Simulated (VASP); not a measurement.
# IrO2 (P4_2/mnm) in VASP: notebook

Runs on IrO2. Level: PBE. Tasks: single point.

Everything below comes from runs of VASP 6.6.1. Logs are shortened: lines on timing, memory, paths and dates and some standing lists are left out, and cuts for length are marked.

## 1. The cell of the first run

Symmetry: P4_2/mnm, No. 136, tetragonal system. The conventional cell has a = 4.429 Å, b = 4.429 Å, c = 3.105 Å, α = 90.00°, β = 90.00°, γ = 90.00°. Ir (site symmetry mmm) has 6 O at 1.93 to 1.96 Å within 2.6 Å. Within 2.6 Å of O (site symmetry m2m) lie 3 Ir at 1.93 to 1.96 Å and 1 O at 2.41 Å.

## 2. Single point, PBE

Contents of INCAR:

```
SYSTEM = IrO2
ALGO = Normal
EDIFF = 1E-6
ENCUT = 600
GGA = PE
GGA_COMPAT = .False.
ISIF = 2
ISMEAR = -1
LASPH = .True.
LCHARG = .False.
LREAL = .False.
LWAVE = .False.
NBANDS = 30
NELM = 120
PREC = Accurate
SIGMA = 0.1
```

Contents of KPOINTS:

```
k-points
0
Gamma
  5 5 7
  0 0 0
```

Contents of POSCAR:

```
IrO2
1.0
    4.4287276188      0.0000000000      0.0000000000
    0.0000000000      4.4287276188      0.0000000000
    0.0000000000      0.0000000000      3.1050540625
Ir O
2 4
Direct
    0.0000000000      0.0000000000      0.0000000000
    0.5000000000      0.5000000000      0.5000000000
    0.3077000000      0.3077000000      0.0000000000
    0.1923000000      0.8077000000      0.5000000000
    0.6923000000      0.6923000000      0.0000000000
    0.8077000000      0.1923000000      0.5000000000
```

Potentials or basis: VASP PAW PBE potentials, release 64 (Ir, O).

Command:

```console
cat potpaw_PBE.64/Ir/POTCAR potpaw_PBE.64/O/POTCAR > POTCAR
mpirun -np 1 vasp_std > vasp.out
```

OUTCAR:

```text
SYSTEM = IrO2
   EDIFF = 1E-6
   ENCUT = 600
   GGA = PE
   ISIF = 2
   ISMEAR = -1
   LASPH = .True.
   LREAL = .False.
   NELM = 120
   PREC = Accurate

 ion  position               nearest neighbor table
   1  0.000  0.000  0.000-   3 1.93   5 1.93   4 1.96   6 1.96   4 1.96   6 1.96
   2  0.500  0.500  0.500-   4 1.93   6 1.93   5 1.96   3 1.96   3 1.96   5 1.96
   3  0.308  0.308  0.000-   1 1.93   2 1.96   2 1.96
   4  0.192  0.808  0.500-   2 1.93   1 1.96   1 1.96
   5  0.692  0.692  0.000-   1 1.93   2 1.96   2 1.96
   6  0.808  0.192  0.500-   2 1.93   1 1.96   1 1.96

  LATTYP: Found a simple tetragonal cell.
 ALAT       =     4.4287276188
 C/A-ratio  =     0.7011165124

  Lattice vectors:

 A1 = (   4.4287276188,   0.0000000000,   0.0000000000)
 A2 = (   0.0000000000,   4.4287276188,   0.0000000000)
 A3 = (   0.0000000000,   0.0000000000,   3.1050540625)

Analysis of symmetry for initial positions (statically):
=====================================================================
 Subroutine PRICEL returns:
 Original cell was already a primitive cell.

 Routine SETGRP: Setting up the symmetry group for a
 simple tetragonal supercell.

 Subroutine GETGRP returns: Found 16 space group operations
 (whereof  8 operations were pure point group operations)
 out of a pool of 16 trial point group operations.

The static configuration has the point symmetry D_2h.
 The point group associated with its full space group is D_4h.

Analysis of symmetry for dynamics (positions and initial velocities):
=====================================================================
 Subroutine PRICEL returns:
 Original cell was already a primitive cell.

 Routine SETGRP: Setting up the symmetry group for a
 simple tetragonal supercell.

 Subroutine GETGRP returns: Found 16 space group operations
 (whereof  8 operations were pure point group operations)
 out of a pool of 16 trial point group operations.

The dynamic configuration has the point symmetry D_2h.
 The point group associated with its full space group is D_4h.

 Subroutine INISYM returns: Found 16 space group operations
 (whereof  8 operations are pure point group operations),
 and found     1 'primitive' translations

----------------------------------------------------------------------------------------

                                     Primitive cell

  volume of cell :      60.9014

  direct lattice vectors                    reciprocal lattice vectors
     4.428727619  0.000000000  0.000000000     0.225798488  0.000000000  0.000000000
     0.000000000  4.428727619  0.000000000     0.000000000  0.225798488  0.000000000
[... 97 lines left out ...]
   NFREE  =      0    steps in history (QN), initial steepest desc. (CG)
   ISIF   =      2    stress and relaxation
   ISYM   =      2    0-nonsym 1-usesym 2-fastsym
   POTIM  = 0.5000    time-step for ionic-motion
   TEBEG  =    0.0;   TEEND  =   0.0 temperature during run
   PSTRESS=    0.0 pullay stress
   NELECT =      42.0000    total number of electrons
   NUPDOWN=      -1.0000    fix difference up-down
   EMIN   =  10.00;   EMAX   =-10.00  energy-range for DOS
   EFERMI =   0.00;   METHOD = LEGACY
   ISMEAR =    -1;   SIGMA  =   0.10  broadening in eV -4-tet -1-fermi 0-gaus
   EFERMI_NEDOS =   21; number of points for ismear=-14 and -15
   IALGO  =     38    algorithm
   IMIX   =      4    mixing-type and parameters
     AMIX     =   0.40;   BMIX     =  1.00
     AMIX_MAG =   1.60;   BMIX_MAG =  1.00
  volume/ion in A,a.u.               =      10.15        68.50
  Fermi-wavevector in a.u.,A,eV,Ry     =   1.446379  2.733261 28.463570  2.092013
  Thomas-Fermi vector in A             =   2.564455
   LORBIT       =      0    0 simple, 1 ext, 2 COOP (PROOUT), +10 PAW based schemes
   GGA     = PE    functional components
   LHFCALC =     F    Hartree Fock is set to
   AEXX    =    0.0000 exact exchange contribution
   IVDW    =     0    specifies the selected vdW correction
   LEPSILON=     F    determine dielectric tensor
   LRPA    =     F    only Hartree local field effects (RPA)
 non-spin polarized calculation
  energy-cutoff  :      600.00
  volume of cell :       60.90
 maximum number of plane-waves:      2048
 NGX is ok and might be reduce to    36
   NGX = 17   NGY = 17   NGZ = 13

 number of electron      41.9999987 magnetization

 Free energy of the ion-electron system (eV)
  ---------------------------------------------------
  ext. energy  EPLUGINS =         0.00000000
  ---------------------------------------------------
  free energy    TOTEN  =       -41.94719131 eV

  energy without entropy =      -41.84995476  energy(sigma->0) =      -41.89857303

 E-fermi :   6.9768     XC(G=0): -12.2907

 val. band max:        6.9613707644   @ k =   0.4000   0.2000   0.4286
 cond. band min:       6.9786895164   @ k =   0.4000   0.4000   0.0000
 fundamental gap:      0.0173187521
 Fermi energy:         6.9768457802

 k-point     1 :       0.0000    0.0000    0.0000
  band No.  band energies     occupation
      1     -14.8117      2.00000
      2     -13.5280      2.00000
      3     -12.3041      2.00000
      4     -12.3041      2.00000
      5      -3.4382      2.00000
      6      -3.2349      2.00000
[... 781 lines left out ...]
     29      17.1937      0.00000
     30      17.5195      0.00000

------------------------ aborting loop because EDIFF is reached ----------------------------------------

  FORCE on cell =-STRESS in cart. coord.  units (eV):
  Direction    XX          YY          ZZ          XY          YZ          ZX
  --------------------------------------------------------------------------------------
  -------------------------------------------------------------------------------------
  Total        8.7725448      8.7725448     11.6529413      0.0000000      0.0000000      0.0000000
  in kB      230.7857931    230.7857931    306.5625024      0.0000000      0.0000000      0.0000000
  external PRESSURE =     256.0446962 kB  Pullay stress =       0.0000000 kB

 VOLUME and BASIS-vectors are now :
 -----------------------------------------------------------------------------
  energy-cutoff  :      600.00
  volume of cell :       60.90
      direct lattice vectors                 reciprocal lattice vectors
     4.428727619  0.000000000  0.000000000     0.225798488  0.000000000  0.000000000
     0.000000000  4.428727619  0.000000000     0.000000000  0.225798488  0.000000000
     0.000000000  0.000000000  3.105054062     0.000000000  0.000000000  0.322055584

 POSITION                                       TOTAL-FORCE (eV/Angst)
 -----------------------------------------------------------------------------------
      0.00000      0.00000      0.00000        -0.000000     -0.000000      0.000000
      2.21436      2.21436      1.55253        -0.000000     -0.000000      0.000000
      1.36272      1.36272      0.00000         0.009765      0.009765     -0.000000
      0.85164      3.57708      1.55253        -0.009765      0.009765     -0.000000
      3.06601      3.06601      0.00000        -0.009765     -0.009765      0.000000
      3.57708      0.85164      1.55253         0.009765     -0.009765      0.000000
 -----------------------------------------------------------------------------------
    total drift:                                0.000000      0.000000     -0.000000

  FREE ENERGIE OF THE ION-ELECTRON SYSTEM (eV)
  ---------------------------------------------------
  free  energy   TOTEN  =       -41.9471913110 eV

  energy  without entropy=      -41.8499547568  energy(sigma->0) =      -41.89857303
```

OSZICAR:

```text
N       E                     dE             d eps       ncg     rms          rms(c)
DAV:   1     0.494660154363E+03    0.49466E+03   -0.23108E+04  1440   0.158E+03
DAV:   2    -0.258681986850E+01   -0.49725E+03   -0.47058E+03  1464   0.430E+02
DAV:   3    -0.483768726937E+02   -0.45790E+02   -0.44248E+02  1736   0.146E+02
DAV:   4    -0.497132566155E+02   -0.13364E+01   -0.13306E+01  1732   0.263E+01
DAV:   5    -0.497423205805E+02   -0.29064E-01   -0.29052E-01  1742   0.361E+00    0.546E+01
DAV:   6    -0.424724347297E+02    0.72699E+01   -0.27050E+01  2194   0.522E+01    0.237E+01
DAV:   7    -0.420529117993E+02    0.41952E+00   -0.33542E+00  2218   0.233E+01    0.165E+01
DAV:   8    -0.419508794151E+02    0.10203E+00   -0.34948E-01  2252   0.681E+00    0.787E-01
DAV:   9    -0.419477477646E+02    0.31317E-02   -0.27882E-02  1572   0.110E+00    0.265E-01
DAV:  10    -0.419473394751E+02    0.40829E-03   -0.62449E-03  1728   0.817E-01    0.283E-01
DAV:  11    -0.419471962484E+02    0.14323E-03   -0.40007E-04  2160   0.248E-01    0.709E-02
DAV:  12    -0.419471914328E+02    0.48156E-05   -0.56539E-05  1680   0.550E-02    0.946E-03
DAV:  13    -0.419471913110E+02    0.12181E-06   -0.38178E-06  1706   0.168E-02
   1 F= -.41947191E+02 E0= -.41898573E+02  d E =-.972366E-01
```

stdout:

```text
POSCAR found type information on POSCAR IrO
 POSCAR found :  2 types and       6 ions
 scaLAPACK will be used
 LDA part: xc-table for (Slater+PW92), standard interpolation
 POSCAR, INCAR and KPOINTS ok, starting setup
 FFT: planning ... GRIDC
 FFT: planning ... GRID_SOFT
 FFT: planning ... GRID
 WAVECAR not read
 entering main loop
```

Wall time 79 s (1 thread of Intel Xeon 8259CL, shared host); peak memory 0.21 GiB.

Results:

| Quantity | Value |
| --- | --- |
| Free energy | -41.9472 eV |
| Pressure | 25.6 GPa |
| Largest force | 0.014 eV/Å |
| Band gap on the k mesh | zero (bands 21 and 22 overlap by 0.77 eV) |

Forces in eV/Å, atoms in the order of the input:
```
Ir   0.000  0.000  0.000
Ir   0.000  0.000  0.000
O    0.010  0.010  0.000
O   -0.010  0.010  0.000
O   -0.010 -0.010  0.000
O    0.010 -0.010  0.000
```

Stress tensor (GPa, compression positive):
```
23.08  0.00  0.00
 0.00 23.08  0.00
 0.00  0.00 30.66
```

Levels at points of the mesh, in eV from the Fermi level:
```csv
k point,band 17,band 18,band 19,band 20,band 21,band 22,band 23,band 24,band 25,band 26
"(0.00, 0.00, 0.00)",-2.59,-2.59,-2.53,-2.52,-2.38,0.99,1.35,4.45,4.45,4.52
```

Caveat: the stress differs along the axes, from 23 to 31 GPa; spin-orbit coupling is left out, which moves the levels of the heavy elements.

## 3. Single point, PBE

This run uses another cell than the first one, of 10.47 Å³/atom.

Contents of INCAR:

```
  PREC = Accurate
  ENCUT = 600
  EDIFF = 1E-6
  ISMEAR = -1
  SIGMA = 0.1
  LREAL = F
  LASPH = T
  NELM = 120
  ALGO = Normal
  ISIF = 2
  LWAVE = F
  LCHARG = T
  GGA = PE
  LELF = T
  LVHAR = T
  NBANDS = 30
  GGA_COMPAT = F
```

Contents of KPOINTS:

```
regular mesh
0
Gamma
  5 5 7
```

Changes to POSCAR since step 2:

```diff
@@ -2,5 +2,5 @@
 1.0
-    4.4287276188      0.0000000000      0.0000000000
-    0.0000000000      4.4287276188      0.0000000000
-    0.0000000000      0.0000000000      3.1050540625
+    4.4748635185      0.0000000000      0.0000000000
+    0.0000000000      4.4748635185      0.0000000000
+    0.0000000000      0.0000000000      3.1374007035
 Ir O
```

Potentials or basis: VASP PAW PBE potentials, release 64 (Ir, O).

Command:

```console
cat potpaw_PBE.64/Ir/POTCAR potpaw_PBE.64/O/POTCAR > POTCAR
mpirun -np 1 vasp_std > vasp.out
```

OUTCAR:

```text
PREC = Accurate
   ENCUT = 600
   EDIFF = 1E-6
   ISMEAR = -1
   LREAL = F
   LASPH = T
   NELM = 120
   ISIF = 2
   GGA = PE

 ion  position               nearest neighbor table
   1  0.000  0.000  0.000-   3 1.95   5 1.95   4 1.99   6 1.99   4 1.99   6 1.99
   2  0.500  0.500  0.500-   4 1.95   6 1.95   5 1.99   3 1.99   3 1.99   5 1.99
   3  0.308  0.308  0.000-   1 1.95   2 1.99   2 1.99
   4  0.192  0.808  0.500-   2 1.95   1 1.99   1 1.99
   5  0.692  0.692  0.000-   1 1.95   2 1.99   2 1.99
   6  0.808  0.192  0.500-   2 1.95   1 1.99   1 1.99
[... 998 lines left out ...]
  -------------------------------------------------------------------------------------
  Total        5.0152815      5.0152815      6.5848733      0.0000000      0.0000000      0.0000000
  in kB      127.9017006    127.9017006    167.9300536      0.0000000      0.0000000      0.0000000
  external PRESSURE =     141.2444850 kB  Pullay stress =       0.0000000 kB

 VOLUME and BASIS-vectors are now :
 -----------------------------------------------------------------------------
  energy-cutoff  :      600.00
  volume of cell :       62.82
      direct lattice vectors                 reciprocal lattice vectors
     4.474863519  0.000000000  0.000000000     0.223470503  0.000000000  0.000000000
     0.000000000  4.474863519  0.000000000     0.000000000  0.223470503  0.000000000
     0.000000000  0.000000000  3.137400703     0.000000000  0.000000000  0.318735187

 POSITION                                       TOTAL-FORCE (eV/Angst)
 -----------------------------------------------------------------------------------
      0.00000      0.00000      0.00000         0.000000      0.000000     -0.000000
      2.23743      2.23743      1.56870         0.000000      0.000000     -0.000000
      1.37692      1.37692      0.00000         0.043379      0.043379      0.000000
      0.86052      3.61435      1.56870        -0.043379      0.043379     -0.000000
      3.09795      3.09795      0.00000        -0.043379     -0.043379     -0.000000
      3.61435      0.86052      1.56870         0.043379     -0.043379     -0.000000
 -----------------------------------------------------------------------------------
    total drift:                                0.000000     -0.000000     -0.000000

  FREE ENERGIE OF THE ION-ELECTRON SYSTEM (eV)
  ---------------------------------------------------
  free  energy   TOTEN  =       -42.1891258174 eV

  energy  without entropy=      -42.0880344647  energy(sigma->0) =      -42.13858014
```

stdout:

```text
POSCAR found type information on POSCAR IrO
 POSCAR found :  2 types and       6 ions
 scaLAPACK will be used
 LDA part: xc-table for (Slater+PW92), standard interpolation
 POSCAR, INCAR and KPOINTS ok, starting setup
 FFT: planning ... GRIDC
 FFT: planning ... GRID_SOFT
 FFT: planning ... GRID
 WAVECAR not read
 entering main loop
```

Wall time 85 s (1 thread of Intel Xeon 8259CL, shared host); peak memory 0.21 GiB.

What came out:

```yaml
Free_energy: -42.1891 eV
Pressure: 14.1 GPa
Largest_force: 0.061 eV/Å
Band_gap_on_the_k_mesh: zero (bands 21 and 22 overlap by 0.73 eV)
```

Forces in eV/Å, atoms in the order of the input:
```
Ir   0.000  0.000  0.000
Ir   0.000  0.000  0.000
O    0.043  0.043  0.000
O   -0.043  0.043  0.000
O   -0.043 -0.043  0.000
O    0.043 -0.043  0.000
```

Stress tensor (GPa, compression positive):
```
12.79  0.00  0.00
 0.00 12.79  0.00
 0.00  0.00 16.79
```

Caveat: the cell stands under pressure; spin-orbit coupling is left out, which moves the levels of the heavy elements.

## 4. Single point, PBE

This run uses another cell than the first one, of 10.79 Å³/atom.

Contents of INCAR:

```
PREC = Accurate
ENCUT = 600
EDIFF = 1E-6
ISMEAR = -1
SIGMA = 0.1
LREAL = False
LASPH = True
NELM = 120
ALGO = Normal
ISIF = 2
LWAVE = False
LCHARG = False
GGA = PE
NBANDS = 30
GGA_COMPAT = False
```

Contents of KPOINTS:

```
Automatic mesh
0
Gamma
  5 5 7
```

Changes to POSCAR since step 3:

```diff
@@ -2,5 +2,5 @@
 1.0
-    4.4748635185      0.0000000000      0.0000000000
-    0.0000000000      4.4748635185      0.0000000000
-    0.0000000000      0.0000000000      3.1374007035
+    4.5200672196      0.0000000000      0.0000000000
+    0.0000000000      4.5200672196      0.0000000000
+    0.0000000000      0.0000000000      3.1690937648
 Ir O
```

Command:

```console
cat potpaw_PBE.64/Ir/POTCAR potpaw_PBE.64/O/POTCAR > POTCAR
mpirun -np 1 vasp_std > vasp.out
```

Wall time 72 s (1 thread of Intel Xeon 8259CL, shared host); peak memory 0.21 GiB.

Results (log left out):

| Item | Value |
| --- | --- |
| Free energy | -42.3044 eV |
| Pressure | 4.4 GPa |
| Largest force | 0.103 eV/Å |
| Band gap on the k mesh | zero (bands 21 and 22 overlap by 0.69 eV) |

Forces on the atoms (eV/Å):
```
Ir   0.000  0.000  0.000
Ir   0.000  0.000  0.000
O    0.073  0.073  0.000
O   -0.073  0.073  0.000
O   -0.073 -0.073  0.000
O    0.073 -0.073  0.000
```

Stress tensor (GPa, compression positive):
```
4.11 0.00 0.00
0.00 4.11 0.00
0.00 0.00 5.11
```

Levels at points of the mesh, in eV from the Fermi level:
| k point | band 18 | band 19 | band 20 | band 21 | band 22 | band 23 | band 24 | band 25 |
| --- | --- | --- | --- | --- | --- | --- | --- | --- |
| (0.00, 0.00, 0.00) | -2.40 | -2.35 | -2.25 | -2.21 | 0.70 | 1.21 | 4.07 | 4.07 |

Caveat: the cell stands under pressure; spin-orbit coupling is left out, which moves the levels of the heavy elements.

(Continued in part 2 of 2.)
